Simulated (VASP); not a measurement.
# AlGa3N4 in VASP: notebook, part 2 of 2

VASP 6.6.1. Earlier steps stand in the parts before.

**3. Single point, PBEsol (strain +0.050 along x and y, +0.050 along z)**

Contents of INCAR:

```
PREC = Accurate ; ENCUT = 520
EDIFF = 1E-6 ; ISMEAR = 0
SIGMA = 0.05 ; LREAL = F
LASPH = T ; NELM = 100
ALGO = Normal ; ISIF = 2
LWAVE = F ; LCHARG = T
GGA = PS ; LELF = T
LVHAR = T ; NBANDS = 41
```

Contents of KPOINTS:

```
regular mesh
0
Gamma
  6 6 6
```

Contents of POSCAR:

```
AlGa3N4
1.0
    4.6910093379      0.0000000000      0.0000000000
    0.0000000000      4.6910093379      0.0000000000
    0.0000000000      0.0000000000      4.6910093379
Al Ga N
1 3 4
Direct
    0.0000000000      0.0000000000      0.0000000000
    0.5000000000      0.5000000000      0.0000000000
    0.5000000000      0.0000000000      0.5000000000
    0.0000000000      0.5000000000      0.5000000000
    0.7550309200      0.7550309200      0.2449690800
    0.7550309200      0.2449690800      0.7550309200
    0.2449690800      0.7550309200      0.7550309200
    0.2449690800      0.2449690800      0.2449690800
```

Potentials or basis: VASP PAW PBE potentials, release 64 (Al, Ga_d, N).

Run with:

```bash
cat potpaw_PBE.64/Al/POTCAR potpaw_PBE.64/Ga_d/POTCAR potpaw_PBE.64/N/POTCAR > POTCAR
mpirun -np 1 vasp_std > vasp.out
```

OUTCAR:

```text
PREC = Accurate
   ENCUT = 520
   EDIFF = 1E-6
   ISMEAR = 0
   LREAL = F
   LASPH = T
   NELM = 100
   ISIF = 2
   GGA = PS

 ion  position               nearest neighbor table
   1  0.000  0.000  0.000-   5 1.99   6 1.99   7 1.99   8 1.99
   2  0.500  0.500  0.000-   5 2.05   6 2.05   7 2.05   8 2.05
   3  0.500  0.000  0.500-   5 2.05   6 2.05   7 2.05   8 2.05
   4  0.000  0.500  0.500-   5 2.05   6 2.05   7 2.05   8 2.05
   5  0.755  0.755  0.245-   1 1.99   2 2.05   3 2.05   4 2.05
   6  0.755  0.245  0.755-   1 1.99   2 2.05   3 2.05   4 2.05
   7  0.245  0.755  0.755-   1 1.99   2 2.05   3 2.05   4 2.05
   8  0.245  0.245  0.245-   1 1.99   2 2.05   3 2.05   4 2.05

  LATTYP: Found a simple cubic cell.
 ALAT       =     4.6910093379

  Lattice vectors:

 A1 = (   4.6910093379,   0.0000000000,   0.0000000000)
 A2 = (   0.0000000000,   4.6910093379,   0.0000000000)
 A3 = (   0.0000000000,   0.0000000000,   4.6910093379)

Analysis of symmetry for initial positions (statically):
=====================================================================
[... 186 lines left out ...]

 k-point     1 :       0.0000    0.0000    0.0000
  band No.  band energies     occupation
      1     -10.7327      2.00000
      2     -10.0700      2.00000
      3     -10.0700      2.00000
      4     -10.0700      2.00000
      5      -9.2349      2.00000
      6      -9.2321      2.00000
[... 869 lines left out ...]
     40      13.1102      0.00000
     41      13.1103      0.00000

------------------------ aborting loop because EDIFF is reached ----------------------------------------

  FORCE on cell =-STRESS in cart. coord.  units (eV):
  Direction    XX          YY          ZZ          XY          YZ          ZX
  --------------------------------------------------------------------------------------
  -------------------------------------------------------------------------------------
  Total      -13.2404693    -13.2404693    -13.2404693      0.0000000     -0.0000000      0.0000000
  in kB     -205.5015347   -205.5015347   -205.5015347      0.0000000     -0.0000000      0.0000000
  external PRESSURE =    -205.5015347 kB  Pullay stress =       0.0000000 kB

 VOLUME and BASIS-vectors are now :
 -----------------------------------------------------------------------------
  energy-cutoff  :      520.00
  volume of cell :      103.23
      direct lattice vectors                 reciprocal lattice vectors
     4.691009338  0.000000000  0.000000000     0.213173739  0.000000000  0.000000000
     0.000000000  4.691009338  0.000000000     0.000000000  0.213173739  0.000000000
     0.000000000  0.000000000  4.691009338     0.000000000  0.000000000  0.213173739

 POSITION                                       TOTAL-FORCE (eV/Angst)
 -----------------------------------------------------------------------------------
      0.00000      0.00000      0.00000         0.000000      0.000000      0.000000
      2.34550      2.34550      0.00000         0.000000      0.000000      0.000000
      2.34550      0.00000      2.34550         0.000000      0.000000      0.000000
      0.00000      2.34550      2.34550         0.000000      0.000000      0.000000
      3.54186      3.54186      1.14915         0.009053      0.009053     -0.009053
      3.54186      1.14915      3.54186         0.009053     -0.009053      0.009053
      1.14915      3.54186      3.54186        -0.009053      0.009053      0.009053
      1.14915      1.14915      1.14915        -0.009053     -0.009053     -0.009053
 -----------------------------------------------------------------------------------
    total drift:                                0.000000      0.000000     -0.000000

  FREE ENERGIE OF THE ION-ELECTRON SYSTEM (eV)
  ---------------------------------------------------
  free  energy   TOTEN  =       -53.9425294649 eV

  energy  without entropy=      -53.9425294649  energy(sigma->0) =      -53.94252946
```

OSZICAR:

```text
N       E                     dE             d eps       ncg     rms          rms(c)
DAV:   1     0.611848429861E+03    0.61185E+03   -0.28187E+04  1850   0.243E+03
DAV:   2     0.548185140949E+02   -0.55703E+03   -0.52203E+03  1744   0.622E+02
DAV:   3    -0.526651589603E+02   -0.10748E+03   -0.10406E+03  1894   0.188E+02
DAV:   4    -0.605744599843E+02   -0.79093E+01   -0.78224E+01  2246   0.539E+01
DAV:   5    -0.608228567947E+02   -0.24840E+00   -0.24806E+00  2038   0.924E+00    0.139E+01
DAV:   6    -0.538696529597E+02    0.69532E+01   -0.23362E+01  2901   0.507E+01    0.455E+00
DAV:   7    -0.540290640099E+02   -0.15941E+00   -0.30399E+00  1925   0.103E+01    0.369E+00
DAV:   8    -0.539906137985E+02    0.38450E-01   -0.65757E-01  2690   0.595E+00    0.137E+00
DAV:   9    -0.539415407245E+02    0.49073E-01   -0.17780E-01  2432   0.479E+00    0.584E-01
DAV:  10    -0.539425683931E+02   -0.10277E-02   -0.20505E-02  1949   0.807E-01    0.283E-01
DAV:  11    -0.539425251847E+02    0.43208E-04   -0.33552E-03  2384   0.521E-01    0.285E-02
DAV:  12    -0.539425284375E+02   -0.32527E-05   -0.37549E-04  2330   0.186E-01    0.244E-02
DAV:  13    -0.539425283986E+02    0.38845E-07   -0.33665E-05  2864   0.562E-02    0.105E-02
DAV:  14    -0.539425298178E+02   -0.14192E-05   -0.10649E-05  1890   0.249E-02    0.440E-03
DAV:  15    -0.539425294649E+02    0.35294E-06   -0.11552E-06  1406   0.128E-02
   1 F= -.53942529E+02 E0= -.53942529E+02  d E =-.166534E-12
```

stdout:

```text
POSCAR found type information on POSCAR AlGaN
 POSCAR found :  3 types and       8 ions
 scaLAPACK will be used
 -----------------------------------------------------------------------------
|                                                                             |
|                                                                             |
|     You enforced a specific xc type in the INCAR file but a different       |
|     I HOPE YOU KNOW WHAT YOU ARE DOING!                                     |
|                                                                             |
 -----------------------------------------------------------------------------

 LDA part: xc-table for (Slater+PW92), standard interpolation
 POSCAR, INCAR and KPOINTS ok, starting setup
 FFT: planning ... GRIDC
 FFT: planning ... GRID_SOFT
 FFT: planning ... GRID
 WAVECAR not read
 entering main loop
```

Wall time 3.4 min (1 thread of Intel Xeon 8259CL, shared host); peak memory 0.24 GiB.

Results:

```
Free energy            : -53.9425 eV
Pressure               : -20.6 GPa
Largest force          : 0.016 eV/Å
Band gap on the k mesh : 1.32 eV
```

Forces in eV/Å, atoms in the order of the input:
```
Al   0.000  0.000  0.000
Ga   0.000  0.000  0.000
Ga   0.000  0.000  0.000
Ga   0.000  0.000  0.000
N    0.009  0.009 -0.009
N    0.009 -0.009  0.009
N   -0.009  0.009  0.009
N   -0.009 -0.009 -0.009
```

Caveat: the cell differs from its parent crystal (strain +0.050 along x and y, +0.050 along z); the cell stands under tension; the PAW data sets were made with another functional, which shifts forces and pressure a little.

**4. Single point, PBEsol (strain -0.050 along x and y, -0.025 along z)**

Contents of INCAR:

```
ALGO = Normal
EDIFF = 1E-6
ENCUT = 520
GGA = PS
ISIF = 2
ISMEAR = 0
LASPH = True
LCHARG = False
LREAL = False
LWAVE = False
NBANDS = 41
NELM = 80
PREC = Accurate
SIGMA = 0.05
```

Contents of KPOINTS:

```
k-points
0
Gamma
  6 6 6
```

Changes to POSCAR since step 3:

```diff
@@ -2,5 +2,5 @@
 1.0
-    4.6910093379      0.0000000000      0.0000000000
-    0.0000000000      4.6910093379      0.0000000000
-    0.0000000000      0.0000000000      4.6910093379
+    4.2442465439      0.0000000000      0.0000000000
+    0.0000000000      4.2442465439      0.0000000000
+    0.0000000000      0.0000000000      4.3559372424
 Al Ga N
```

Run with:

```bash
cat potpaw_PBE.64/Al/POTCAR potpaw_PBE.64/Ga_d/POTCAR potpaw_PBE.64/N/POTCAR > POTCAR
mpirun -np 1 vasp_std > vasp.out
```

Wall time 3 min (1 thread of Intel Xeon 8259CL, shared host); peak memory 0.24 GiB.

Results (log left out):

```
Free energy            : -54.0020 eV
Pressure               : 31.8 GPa
Largest force          : 0.044 eV/Å
Band gap on the k mesh : 3.17 eV
```

Forces in eV/Å, atoms in the order of the input:
```
Al   0.000  0.000  0.000
Ga   0.000  0.000  0.000
Ga   0.000  0.000  0.000
Ga   0.000  0.000  0.000
N    0.030  0.030  0.014
N    0.030 -0.030 -0.014
N   -0.030  0.030 -0.014
N   -0.030 -0.030  0.014
```

Stress tensor (GPa, compression positive):
```
32.78  0.00  0.00
 0.00 32.78  0.00
 0.00  0.00 29.77
```

Levels at points of the mesh, in eV from the valence-band top:
| k point | band 27 | band 28 | band 29 | band 30 | band 31 | band 32 | band 33 | band 34 | band 35 | band 36 |
| --- | --- | --- | --- | --- | --- | --- | --- | --- | --- | --- |
| (0.00, 0.00, 0.00) | -2.76 | -2.76 | -0.13 | 0.00 | 0.00 | 3.17 | 3.31 | 3.31 | 3.50 | 6.96 |
| (0.50, 0.00, 0.00) | -2.84 | -1.85 | -1.79 | -1.47 | -1.41 | 5.34 | 5.45 | 6.46 | 6.48 | 8.60 |
| (0.50, 0.50, 0.00) | -3.57 | -1.06 | -0.99 | -0.99 | -0.62 | 7.45 | 7.72 | 7.87 | 7.87 | 8.17 |
| (0.00, 0.00, 0.50) | -3.01 | -1.67 | -1.67 | -1.29 | -1.29 | 5.30 | 5.35 | 6.23 | 6.23 | 8.79 |
| (0.50, 0.00, 0.50) | -3.42 | -1.26 | -1.20 | -1.14 | -0.81 | 7.40 | 7.53 | 7.81 | 7.83 | 7.85 |
| (0.50, 0.50, 0.50) | -1.03 | -0.82 | -0.82 | -0.80 | -0.69 | 5.83 | 5.83 | 5.87 | 7.02 | 9.55 |

Caveat: the cell differs from its parent crystal (strain -0.050 along x and y, -0.025 along z); the cell stands under pressure; the PAW data sets were made with another functional, which shifts forces and pressure a little. A k mesh can miss the band edges.

**5. Overview**

| cell | gap on the mesh (eV) | pressure (GPa) | largest force (eV/Å) |
| --- | --- | --- | --- |
| a = 4.579 Å, 8 atoms | 1.80 | -12.2 | - |
| a = 4.691 Å, 8 atoms | 1.32 | -20.6 | 0.02 |
| a = 4.244, b = 4.244, c = 4.356 Å, 8 atoms | 3.17 | 31.8 | 0.04 |

Alike in all rows: task single point; level PBEsol; potentials or basis VASP PAW PBE potentials, release 64 (Al, Ga_d, N); no spin polarisation; k mesh 6 × 6 × 6; cutoff (eV) 520; smearing gaussian 0.05 eV.

Caveats: the PAW data sets were made with another functional, which shifts forces and pressure a little; the cell stands under tension (at least some runs); the cell stands under pressure (at least some runs).

Absolute energies hang on the potentials; compare differences alone.
